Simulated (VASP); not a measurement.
# Rb (P6_3/mmc) in VASP: single point with PBEsol

Aim: the single point of Rb with PBEsol.

Program: VASP 6.6.1. These are calculated values, not measurements. Logs are shortened: lines on timing, memory, paths and dates and some standing lists are left out, and cuts for length are marked.

### 1 The cell of the first run

The structure is hexagonal, space group P6_3/mmc (No. 194). Conventional cell: a = 4.969 Å, b = 4.969 Å, c = 16.202 Å, α = 90.00°, β = 90.00°, γ = 120.00°.

### 2 Single point, PBEsol

The input, INCAR:

```
SYSTEM = Rb
PREC = Accurate ; ENCUT = 520
EDIFF = 1E-6 ; ISMEAR = 0
SIGMA = 0.1 ; LREAL = .False.
LASPH = .True. ; NELM = 100
ALGO = Normal ; ISIF = 2
LWAVE = .False. ; LCHARG = .False.
GGA = PS ; NBANDS = 26
```

The input, KPOINTS:

```
Automatic mesh
0
Gamma
  12 12 4
  0 0 0
```

The input, POSCAR:

```
Rb
1.0
    4.9694742488      0.0000000000      0.0000000000
   -2.4847371244      4.3036909429      0.0000000000
    0.0000000000      0.0000000000     16.2019073990
Rb
4
Direct
    0.0000000000      0.0000000000      0.0000000000
    0.3333333333      0.6666666667      0.7500000000
    0.0000000000      0.0000000000      0.5000000000
    0.6666666667      0.3333333333      0.2500000000
```

Potentials or basis: VASP PAW PBE potentials, release 64 (Rb_sv).

Started as:

```sh
cat potpaw_PBE.64/Rb_sv/POTCAR > POTCAR
mpirun -np 1 vasp_std > vasp.out
```

OUTCAR:

```text
SYSTEM = Rb
   PREC = Accurate
   ENCUT = 520
   EDIFF = 1E-6
   ISMEAR = 0
   LREAL = .False.
   LASPH = .True.
   NELM = 100
   ISIF = 2
   GGA = PS

 ion  position               nearest neighbor table
   1  0.000  0.000  0.000-   2 4.96   4 4.96   2 4.96   4 4.96   4 4.96   2 4.96
   2  0.333  0.667  0.750-   1 4.96   3 4.96   1 4.96   3 4.96   1 4.96   3 4.96
   3  0.000  0.000  0.500-   2 4.96   4 4.96   2 4.96   4 4.96   4 4.96   2 4.96
   4  0.667  0.333  0.250-   1 4.96   3 4.96   1 4.96   3 4.96   1 4.96   3 4.96

  LATTYP: Found a hexagonal cell.
 ALAT       =     4.9694742488
 C/A-ratio  =     3.2602860158

  Lattice vectors:

 A1 = (   4.9694742488,   0.0000000000,   0.0000000000)
 A2 = (  -2.4847371244,   4.3036909429,   0.0000000000)
 A3 = (   0.0000000000,   0.0000000000,  16.2019073990)

Analysis of symmetry for initial positions (statically):
=====================================================================
 Subroutine PRICEL returns:
 Original cell was already a primitive cell.

 Routine SETGRP: Setting up the symmetry group for a
 hexagonal supercell.

 Subroutine GETGRP returns: Found 24 space group operations
 (whereof 12 operations were pure point group operations)
 out of a pool of 24 trial point group operations.

The static configuration has the point symmetry D_3d.
 The point group associated with its full space group is D_6h.

Analysis of symmetry for dynamics (positions and initial velocities):
=====================================================================
 Subroutine PRICEL returns:
 Original cell was already a primitive cell.

 Routine SETGRP: Setting up the symmetry group for a
 hexagonal supercell.

 Subroutine GETGRP returns: Found 24 space group operations
 (whereof 12 operations were pure point group operations)
 out of a pool of 24 trial point group operations.

The dynamic configuration has the point symmetry D_3d.
 The point group associated with its full space group is D_6h.

 Subroutine INISYM returns: Found 24 space group operations
 (whereof 12 operations are pure point group operations),
 and found     1 'primitive' translations

----------------------------------------------------------------------------------------

                                     Primitive cell

  volume of cell :     346.5115

  direct lattice vectors                    reciprocal lattice vectors
     4.969474249  0.000000000  0.000000000     0.201228530  0.116179346  0.000000000
    -2.484737124  4.303690943  0.000000000     0.000000000  0.232358692  0.000000000
     0.000000000  0.000000000 16.201907399     0.000000000  0.000000000  0.061721128

  length of vectors
     4.969474249  4.969474249 16.201907399     0.232358692  0.232358692  0.061721128

  position of ions in fractional coordinates (direct lattice)
     0.000000000  0.000000000  0.000000000
     0.333333333  0.666666667  0.750000000
     0.000000000  0.000000000  0.500000000
     0.666666667  0.333333333  0.250000000

  ion indices of the primitive-cell ions
   primitive index   ion index
                 1           1
                 2           2
                 3           3
                 4           4

----------------------------------------------------------------------------------------

 KPOINTS: Automatic mesh

Automatic generation of k-mesh.
 Grid dimensions read from file:
 generate k-points for:   12   12    4

 Generating k-lattice:

  Cartesian coordinates                     Fractional coordinates (reciprocal lattice)
     0.016769044  0.009681612  0.000000000     0.083333333  0.000000000  0.000000000
     0.000000000  0.019363224  0.000000000     0.000000000  0.083333333  0.000000000
     0.000000000  0.000000000  0.015430282     0.000000000  0.000000000  0.250000000

  Length of vectors
     0.019363224  0.019363224  0.015430282

  Shift w.r.t. Gamma in fractional coordinates (k-lattice)
     0.000000000  0.000000000  0.000000000

 Subroutine IBZKPT returns following result:
 ===========================================

 Found     57 irreducible k-points:

 Following reciprocal coordinates:
            Coordinates               Weight
  0.000000  0.000000  0.000000      1.000000
  0.083333  0.000000  0.000000      6.000000
  0.166667  0.000000  0.000000      6.000000
  0.250000  0.000000  0.000000      6.000000
  0.333333  0.000000  0.000000      6.000000
  0.416667  0.000000  0.000000      6.000000
[... 16 lines left out ...]
  0.250000  0.000000  0.250000     12.000000
  0.333333  0.000000  0.250000     12.000000
 [... further k-points ...]
   k-points           NKPTS =     57   k-points in BZ     NKDIM =     57   number of bands    NBANDS=     26
   number of dos      NEDOS =    301   number of ions     NIONS =      4
   total plane-waves  NPLWV = 192000
   dimension x,y,z NGX =    40 NGY =   40 NGZ =  120
   dimension x,y,z NGXF=    80 NGYF=   80 NGZF=  240
   ions per type =               4
   NGX,Y,Z   is equivalent  to a cutoff of  13.38, 13.38, 12.31 a.u.
   NGXF,Y,Z  is equivalent  to a cutoff of  26.76, 26.76, 24.63 a.u.
 SYSTEM =  Rb
   PREC   = accura    normal or accurate (medium, high low for compatibility)
   ISTART =      0    job   : 0-new  1-cont  2-samecut
   ICHARG =      2    charge: 1-file 2-atom 10-const
   ISPIN  =      1    spin polarized calculation?
   LNONCOLLINEAR =      F non collinear calculations
   LSORBIT =      F    spin-orbit coupling
   LASPH  =      T    aspherical Exc in radial PAW
   ENCUT  =  520.0 eV  38.22 Ry    6.18 a.u.   9.24  9.24 30.12*2*pi/ulx,y,z
   NELM   =    100;   NELMIN=  2; NELMDL= -5     # of ELM steps
   EDIFF  = 0.1E-05   stopping-criterion for ELM
   LREAL  =      F    real-space projection
   EDIFFG = 0.1E-04   stopping-criterion for IOM
   NSW    =      0    number of steps for IOM
   IBRION =     -1    ionic relax: 0-MD 1-quasi-New 2-CG
   NFREE  =      0    steps in history (QN), initial steepest desc. (CG)
   ISIF   =      2    stress and relaxation
   ISYM   =      2    0-nonsym 1-usesym 2-fastsym
   POTIM  = 0.5000    time-step for ionic-motion
   TEBEG  =    0.0;   TEEND  =   0.0 temperature during run
   PSTRESS=    0.0 pullay stress
   NELECT =      36.0000    total number of electrons
   NUPDOWN=      -1.0000    fix difference up-down
   EMIN   =  10.00;   EMAX   =-10.00  energy-range for DOS
   EFERMI =   0.00;   METHOD = LEGACY
   ISMEAR =     0;   SIGMA  =   0.10  broadening in eV -4-tet -1-fermi 0-gaus
   EFERMI_NEDOS =   21; number of points for ismear=-14 and -15
   IALGO  =     38    algorithm
   IMIX   =      4    mixing-type and parameters
     AMIX     =   0.40;   BMIX     =  1.00
     AMIX_MAG =   1.60;   BMIX_MAG =  1.00
  volume/ion in A,a.u.               =      86.63       584.59
  Fermi-wavevector in a.u.,A,eV,Ry     =   0.769608  1.454349  8.058690  0.592297
  Thomas-Fermi vector in A             =   1.870634
   LORBIT       =      0    0 simple, 1 ext, 2 COOP (PROOUT), +10 PAW based schemes
   GGA     = PS    functional components
   LHFCALC =     F    Hartree Fock is set to
   AEXX    =    0.0000 exact exchange contribution
   IVDW    =     0    specifies the selected vdW correction
   LEPSILON=     F    determine dielectric tensor
   LRPA    =     F    only Hartree local field effects (RPA)
 non-spin polarized calculation
 Gauss-broadening in eV      SIGMA  =   0.10
  energy-cutoff  :      520.00
  volume of cell :      346.51
 maximum number of plane-waves:      9384
 NGX is ok and might be reduce to    40
   NGX = 19   NGY = 19   NGZ = 61

 number of electron      36.0000000 magnetization

 Free energy of the ion-electron system (eV)
  ---------------------------------------------------
  ext. energy  EPLUGINS =         0.00000000
  ---------------------------------------------------
  free energy    TOTEN  =        -4.11312500 eV

  energy without entropy =       -4.09745925  energy(sigma->0) =       -4.10529213

 E-fermi :   0.0489     XC(G=0):  -5.6442

 val. band max:        0.0196240001   @ k =   0.2500   0.0000   0.5000
 cond. band min:       0.0605314117   @ k =   0.2500   0.2500   0.2500
 fundamental gap:      0.0409074116
 Fermi energy:         0.0489041584

 k-point     1 :       0.0000    0.0000    0.0000
  band No.  band energies     occupation
      1     -28.7689      2.00000
      2     -28.7668      2.00000
      3     -28.7662      2.00000
      4     -28.7640      2.00000
      5     -12.9253      2.00000
      6     -12.8698      2.00000
[... 18 lines left out ...]
     25       3.5016      0.00000
     26       3.5904      0.00000

 k-point     2 :       0.0833    0.0000    0.0000
  band No.  band energies     occupation
      1     -28.7687      2.00000
      2     -28.7666      2.00000
      3     -28.7659      2.00000
      4     -28.7639      2.00000
      5     -12.9227      2.00000
      6     -12.8705      2.00000
[... 18 lines left out ...]
     25       3.3774      0.00000
     26       3.4146      0.00000

 k-point     3 :       0.1667    0.0000    0.0000
  band No.  band energies     occupation
      1     -28.7679      2.00000
      2     -28.7660      2.00000
      3     -28.7654      2.00000
      4     -28.7635      2.00000
      5     -12.9156      2.00000
      6     -12.8743      2.00000
[... 18 lines left out ...]
     25       2.9209      0.00000
     26       2.9429      0.00000

 k-point     4 :       0.2500    0.0000    0.0000
  band No.  band energies     occupation
      1     -28.7667      2.00000
      2     -28.7652      2.00000
      3     -28.7646      2.00000
      4     -28.7630      2.00000
      5     -12.9054      2.00000
      6     -12.8860      2.00000
[... 18 lines left out ...]
     25       2.5042      0.00000
     26       2.5267      0.00000
[... 496 lines left out ...]
      1     -28.7677      2.00000
      2     -28.7666      2.00000
      3     -28.7648      2.00000
      4     -28.7637      2.00000
      5     -12.9124      2.00000
      6     -12.8898      2.00000
[... 18 lines left out ...]
     25       2.8744      0.00000
     26       3.0404      0.00000

 k-point    23 :       0.2500    0.0000    0.2500
  band No.  band energies     occupation
      1     -28.7666      2.00000
      2     -28.7656      2.00000
      3     -28.7641      2.00000
      4     -28.7632      2.00000
      5     -12.9040      2.00000
      6     -12.8932      2.00000
[... 18 lines left out ...]
     25       2.5257      0.00000
     26       2.6614      0.00000

 k-point    24 :       0.3333    0.0000    0.2500
  band No.  band energies     occupation
      1     -28.7654      2.00000
      2     -28.7647      2.00000
      3     -28.7634      2.00000
      4     -28.7627      2.00000
      5     -12.9060      2.00000
      6     -12.8986      2.00000
[... 18 lines left out ...]
     25       2.2403      0.00000
     26       2.3755      0.00000

 [... further k-points ...]

------------------------ aborting loop because EDIFF is reached ----------------------------------------

  FORCE on cell =-STRESS in cart. coord.  units (eV):
  Direction    XX          YY          ZZ          XY          YZ          ZX
  --------------------------------------------------------------------------------------
  -------------------------------------------------------------------------------------
  Total        0.0128006      0.0128006     -0.0341266      0.0000000      0.0000000      0.0000000
  in kB        0.0591868      0.0591868     -0.1577922      0.0000000      0.0000000      0.0000000
  external PRESSURE =      -0.0131395 kB  Pullay stress =       0.0000000 kB

 VOLUME and BASIS-vectors are now :
 -----------------------------------------------------------------------------
  energy-cutoff  :      520.00
  volume of cell :      346.51
      direct lattice vectors                 reciprocal lattice vectors
     4.969474249  0.000000000  0.000000000     0.201228530  0.116179346  0.000000000
    -2.484737124  4.303690943  0.000000000     0.000000000  0.232358692  0.000000000
     0.000000000  0.000000000 16.201907399     0.000000000  0.000000000  0.061721128

 POSITION                                       TOTAL-FORCE (eV/Angst)
 -----------------------------------------------------------------------------------
      0.00000      0.00000      0.00000        -0.000000     -0.000000      0.000000
     -0.00000      2.86913     12.15143         0.000000     -0.000000     -0.000000
      0.00000      0.00000      8.10095        -0.000000     -0.000000      0.000000
      2.48474      1.43456      4.05048        -0.000000      0.000000     -0.000000
 -----------------------------------------------------------------------------------
    total drift:                                0.000000     -0.000000      0.000000

  FREE ENERGIE OF THE ION-ELECTRON SYSTEM (eV)
  ---------------------------------------------------
  free  energy   TOTEN  =        -4.1131249999 eV

  energy  without entropy=       -4.0974592519  energy(sigma->0) =       -4.10529213
```

It took 5.6 min on 1 thread of Intel Xeon Platinum 8488C (Sapphire Rapids), shared host; peak memory 0.68 GiB.

What came out:

| Item | Value |
| --- | --- |
| Free energy | -4.1131 eV |
| Pressure | 0.0 GPa |
| Band gap on the k mesh | zero (band 18 reaches 0.90 eV, above the bottom of band 19 at -1.29 eV) |

Caveat: the PAW data sets were made with another functional, which shifts forces and pressure a little.
